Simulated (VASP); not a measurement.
# Ti3Al (Fm-3m) in VASP: further runs, part 2 of 3

VASP 6.6.1. The steps go on from the part before.

### Step 4. Single point, PBE

This run uses another cell than the first one, of 16.88 Å³/atom, 1.042 times its volume.

The input, INCAR:

```
PREC     = Accurate       # precision mode
ENCUT    = 500            # plane-wave cutoff, eV
EDIFF    = 1E-6           # SCF threshold, eV
ISMEAR   = -1             # smearing method
SIGMA    = 0.05           # smearing width, eV
LREAL    = False          # projectors in reciprocal space
LASPH    = True           # aspherical terms in the spheres
NELM     = 120            # most SCF steps
ALGO     = Normal         # electronic algorithm
ISIF     = 2              # what is computed and relaxed
LWAVE    = False          # write WAVECAR
LCHARG   = True           # write CHGCAR
GGA      = PE             # functional
LELF     = True           # ELF
LVHAR    = True         
NBANDS   = 28             # bands
GGA_COMPAT= False
```

The input, KPOINTS:

```
regular mesh
0
Gamma
  7 7 7
```

The input, POSCAR:

```
Ti3Al
1.0
    0.0000000000      3.2317810000      3.2317810000
    3.2317810000      0.0000000000      3.2317810000
    3.2317810000      3.2317810000      0.0000000000
Ti Al
3 1
Direct
    0.0000000000      0.0000000000      0.0000000000
    0.2500000000      0.2500000000      0.2500000000
    0.7500000000      0.7500000000      0.7500000000
    0.5000000000      0.5000000000      0.5000000000
```

Potentials or basis: VASP PAW PBE potentials, release 64 (Ti_sv, Al).

Started as:

```
$ cat potpaw_PBE.64/Ti_sv/POTCAR potpaw_PBE.64/Al/POTCAR > POTCAR
$ mpirun -np 1 vasp_std > vasp.out
```

OUTCAR:

```text
PREC = Accurate
   ENCUT = 500
   EDIFF = 1E-6
   ISMEAR = -1
   LREAL = False
   LASPH = True
   NELM = 120
   ISIF = 2
   GGA = PE

 ion  position               nearest neighbor table
   1  0.000  0.000  0.000-   3 2.80   3 2.80   3 2.80   2 2.80   3 2.80   2 2.80   2 2.80   2 2.80

   2  0.250  0.250  0.250-   1 2.80   1 2.80   1 2.80   1 2.80   4 2.80   4 2.80   4 2.80   4 2.80

   3  0.750  0.750  0.750-   4 2.80   4 2.80   4 2.80   1 2.80   4 2.80   1 2.80   1 2.80   1 2.80

   4  0.500  0.500  0.500-   2 2.80   2 2.80   2 2.80   2 2.80   3 2.80   3 2.80   3 2.80   3 2.80

  LATTYP: Found a face centered cubic cell.
 ALAT       =     6.4635620000

  Lattice vectors:

 A1 = (   0.0000000000,   3.2317810000,   3.2317810000)
 A2 = (   3.2317810000,   0.0000000000,   3.2317810000)
 A3 = (   3.2317810000,   3.2317810000,   0.0000000000)

Analysis of symmetry for initial positions (statically):
=====================================================================
 Subroutine PRICEL returns:
 Original cell was already a primitive cell.

 Routine SETGRP: Setting up the symmetry group for a
 face centered cubic supercell.

 Subroutine GETGRP returns: Found 48 space group operations
[... 9 lines left out ...]

 Routine SETGRP: Setting up the symmetry group for a
 face centered cubic supercell.

 Subroutine GETGRP returns: Found 48 space group operations
[... 11 lines left out ...]
                                     Primitive cell

  volume of cell :      67.5081

  direct lattice vectors                    reciprocal lattice vectors
     0.000000000  3.231781000  3.231781000    -0.154713454  0.154713454  0.154713454
     3.231781000  0.000000000  3.231781000     0.154713454 -0.154713454  0.154713454
     3.231781000  3.231781000  0.000000000     0.154713454  0.154713454 -0.154713454

  length of vectors
     4.570428521  4.570428521  4.570428521     0.267971562  0.267971562  0.267971562

  position of ions in fractional coordinates (direct lattice)
     0.000000000  0.000000000  0.000000000
     0.250000000  0.250000000  0.250000000
     0.750000000  0.750000000  0.750000000
     0.500000000  0.500000000  0.500000000

  ion indices of the primitive-cell ions
   primitive index   ion index
                 1           1
                 2           2
                 3           3
                 4           4

----------------------------------------------------------------------------------------

 KPOINTS: regular mesh

Automatic generation of k-mesh.
 Grid dimensions read from file:
 generate k-points for:    7    7    7

 Generating k-lattice:

  Cartesian coordinates                     Fractional coordinates (reciprocal lattice)
    -0.022101922  0.022101922  0.022101922     0.142857143  0.000000000  0.000000000
     0.022101922 -0.022101922  0.022101922     0.000000000  0.142857143  0.000000000
     0.022101922  0.022101922 -0.022101922     0.000000000  0.000000000  0.142857143

  Length of vectors
     0.038281652  0.038281652  0.038281652

  Shift w.r.t. Gamma in fractional coordinates (k-lattice)
     0.000000000  0.000000000  0.000000000

 Subroutine IBZKPT returns following result:
 ===========================================

 Found     20 irreducible k-points:

 Following reciprocal coordinates:
            Coordinates               Weight
  0.000000  0.000000  0.000000      1.000000
  0.142857  0.000000  0.000000      8.000000
  0.285714  0.000000  0.000000      8.000000
  0.428571  0.000000  0.000000      8.000000
  0.142857  0.142857  0.000000      6.000000
  0.285714  0.142857  0.000000     24.000000
[... 12 lines left out ...]
 -0.428571  0.428571  0.142857     24.000000
 -0.285714  0.428571  0.142857     24.000000
   k-points           NKPTS =     20   k-points in BZ     NKDIM =     20   number of bands    NBANDS=     28
   number of dos      NEDOS =    301   number of ions     NIONS =      4
   total plane-waves  NPLWV =  46656
   dimension x,y,z NGX =    36 NGY =   36 NGZ =   36
   dimension x,y,z NGXF=    72 NGYF=   72 NGZF=   72
   ions per type =               3   1
   NGX,Y,Z   is equivalent  to a cutoff of  13.09, 13.09, 13.09 a.u.
   NGXF,Y,Z  is equivalent  to a cutoff of  26.19, 26.19, 26.19 a.u.
 SYSTEM =  unknown system
   PREC   = accura    normal or accurate (medium, high low for compatibility)
   ISTART =      0    job   : 0-new  1-cont  2-samecut
   ICHARG =      2    charge: 1-file 2-atom 10-const
   ISPIN  =      1    spin polarized calculation?
   LNONCOLLINEAR =      F non collinear calculations
   LSORBIT =      F    spin-orbit coupling
   LASPH  =      T    aspherical Exc in radial PAW
   ENCUT  =  500.0 eV  36.75 Ry    6.06 a.u.   8.33  8.33  8.33*2*pi/ulx,y,z
   NELM   =    120;   NELMIN=  2; NELMDL= -5     # of ELM steps
   EDIFF  = 0.1E-05   stopping-criterion for ELM
   LREAL  =      F    real-space projection
   EDIFFG = 0.1E-04   stopping-criterion for IOM
   NSW    =      0    number of steps for IOM
   IBRION =     -1    ionic relax: 0-MD 1-quasi-New 2-CG
   NFREE  =      0    steps in history (QN), initial steepest desc. (CG)
   ISIF   =      2    stress and relaxation
   ISYM   =      2    0-nonsym 1-usesym 2-fastsym
   POTIM  = 0.5000    time-step for ionic-motion
   TEBEG  =    0.0;   TEEND  =   0.0 temperature during run
   PSTRESS=    0.0 pullay stress
   NELECT =      39.0000    total number of electrons
   NUPDOWN=      -1.0000    fix difference up-down
   EMIN   =  10.00;   EMAX   =-10.00  energy-range for DOS
   EFERMI =   0.00;   METHOD = LEGACY
   ISMEAR =    -1;   SIGMA  =   0.05  broadening in eV -4-tet -1-fermi 0-gaus
   EFERMI_NEDOS =   21; number of points for ismear=-14 and -15
   IALGO  =     38    algorithm
   IMIX   =      4    mixing-type and parameters
     AMIX     =   0.40;   BMIX     =  1.00
     AMIX_MAG =   1.60;   BMIX_MAG =  1.00
  volume/ion in A,a.u.               =      16.88       113.89
  Fermi-wavevector in a.u.,A,eV,Ry     =   1.363466  2.576578 25.293784  1.859041
  Thomas-Fermi vector in A             =   2.489867
   LORBIT       =      0    0 simple, 1 ext, 2 COOP (PROOUT), +10 PAW based schemes
   GGA     = PE    functional components
   LHFCALC =     F    Hartree Fock is set to
   AEXX    =    0.0000 exact exchange contribution
   IVDW    =     0    specifies the selected vdW correction
   LEPSILON=     F    determine dielectric tensor
   LRPA    =     F    only Hartree local field effects (RPA)
 non-spin polarized calculation
  energy-cutoff  :      500.00
  volume of cell :       67.51
 maximum number of plane-waves:      1735
 NGX is ok and might be reduce to    36
   NGX = 17   NGY = 17   NGZ = 17

 number of electron      39.0000007 magnetization

 Free energy of the ion-electron system (eV)
  ---------------------------------------------------
  ext. energy  EPLUGINS =         0.00000000
  ---------------------------------------------------
  free energy    TOTEN  =       -27.83256913 eV

  energy without entropy =      -27.76609835  energy(sigma->0) =      -27.79933374

 E-fermi :   8.0919     XC(G=0): -11.2536

 val. band max:        8.0876859085   @ k =   0.4286   0.1429   0.0000
 cond. band min:       8.1026645665   @ k =  -0.4286   0.4286   0.0000
 fundamental gap:      0.0149786580
 Fermi energy:         8.0918510951

 k-point     1 :       0.0000    0.0000    0.0000
  band No.  band energies     occupation
      1     -48.5340      2.00000
      2     -48.4727      2.00000
      3     -48.2204      2.00000
      4     -24.8126      2.00000
      5     -24.8126      2.00000
      6     -24.8126      2.00000
[... 20 lines left out ...]
     27      11.1187      0.00000
     28      11.1187      0.00000

 k-point     2 :       0.1429    0.0000    0.0000
  band No.  band energies     occupation
      1     -48.5289      2.00000
      2     -48.4745      2.00000
      3     -48.2240      2.00000
      4     -24.8604      2.00000
      5     -24.8425      2.00000
      6     -24.8425      2.00000
[... 550 lines left out ...]
 k-point    20 :      -0.2857    0.4286    0.1429
  band No.  band energies     occupation
      1     -48.4905      2.00000
      2     -48.4897      2.00000
      3     -48.2476      2.00000
      4     -24.9713      2.00000
      5     -24.8934      2.00000
      6     -24.8307      2.00000
[... 20 lines left out ...]
     27      10.8337      0.00000
     28      10.8730      0.00000

------------------------ aborting loop because EDIFF is reached ----------------------------------------

  FORCE on cell =-STRESS in cart. coord.  units (eV):
  Direction    XX          YY          ZZ          XY          YZ          ZX
  --------------------------------------------------------------------------------------
  -------------------------------------------------------------------------------------
  Total       -0.4974209     -0.4974209     -0.4974209      0.0000000     -0.0000000      0.0000000
  in kB      -11.8053490    -11.8053490    -11.8053490      0.0000000     -0.0000000      0.0000000
  external PRESSURE =     -11.8053490 kB  Pullay stress =       0.0000000 kB

 VOLUME and BASIS-vectors are now :
 -----------------------------------------------------------------------------
  energy-cutoff  :      500.00
  volume of cell :       67.51
      direct lattice vectors                 reciprocal lattice vectors
     0.000000000  3.231781000  3.231781000    -0.154713454  0.154713454  0.154713454
     3.231781000  0.000000000  3.231781000     0.154713454 -0.154713454  0.154713454
     3.231781000  3.231781000  0.000000000     0.154713454  0.154713454 -0.154713454

 POSITION                                       TOTAL-FORCE (eV/Angst)
 -----------------------------------------------------------------------------------
      0.00000      0.00000      0.00000        -0.000000     -0.000000     -0.000000
      1.61589      1.61589      1.61589         0.000000      0.000000      0.000000
      4.84767      4.84767      4.84767        -0.000000     -0.000000      0.000000
      3.23178      3.23178      3.23178        -0.000000     -0.000000     -0.000000
 -----------------------------------------------------------------------------------
    total drift:                                0.000000      0.000000      0.000000

  FREE ENERGIE OF THE ION-ELECTRON SYSTEM (eV)
  ---------------------------------------------------
  free  energy   TOTEN  =       -27.8325691320 eV

  energy  without entropy=      -27.7660983498  energy(sigma->0) =      -27.79933374
```

It took 63 s on 1 thread of Intel Xeon Platinum 8259CL at 2.50GHz (Skylake/Cascade Lake), shared host; peak memory 0.21 GiB.

What came out:

| Property | Result |
| --- | --- |
| Free energy | -27.8326 eV |
| Pressure | -1.2 GPa |

Levels at points of the mesh, in eV from the Fermi level:
```csv
k point,band 15,band 16,band 17,band 18,band 19,band 20,band 21,band 22,band 23,band 24
"(0.00, 0.00, 0.00)",-1.69,-1.69,-1.63,-1.63,0.02,0.02,0.02,2.24,2.24,2.24
```

### Step 5. Single point, PBE

This run uses another cell than the first one, of 17.21 Å³/atom, 1.062 times its volume.

The input, INCAR:

```
ALGO = Normal ; EDIFF = 1E-6
ENCUT = 500 ; GGA = PE
GGA_COMPAT = F ; ISIF = 2
ISMEAR = -1 ; LASPH = T
LCHARG = F ; LREAL = F
LWAVE = F ; NBANDS = 28
NELM = 120 ; PREC = Accurate
SIGMA = 0.05
```

The input, KPOINTS:

```
k-points
0
Gamma
  7 7 7
```

The input, POSCAR:

```
Ti3Al
1.0
    0.0000000000      3.2531841469      3.2531841469
    3.2531841469      0.0000000000      3.2531841469
    3.2531841469      3.2531841469      0.0000000000
Ti Al
3 1
Direct
    0.0000000000      0.0000000000      0.0000000000
    0.2500000000      0.2500000000      0.2500000000
    0.7500000000      0.7500000000      0.7500000000
    0.5000000000      0.5000000000      0.5000000000
```

Started as:

```
$ cat potpaw_PBE.64/Ti_sv/POTCAR potpaw_PBE.64/Al/POTCAR > POTCAR
$ mpirun -np 1 vasp_std > vasp.out
```

Run time: 62 s. Hardware: 1 thread of Intel Xeon Platinum 8259CL at 2.50GHz (Skylake/Cascade Lake), shared host; peak memory 0.2 GiB.

It converged, with:

| Item | Value |
| --- | --- |
| Free energy | -27.8145 eV |
| Pressure | -3.2 GPa |

Levels at points of the mesh, in eV from the Fermi level:
| k point | band 17 | band 18 | band 19 | band 20 | band 21 | band 22 |
| --- | --- | --- | --- | --- | --- | --- |
| (0.00, 0.00, 0.00) | -1.57 | -1.57 | 0.01 | 0.01 | 0.01 | 2.19 |

(Continued in part 3 of 3.)
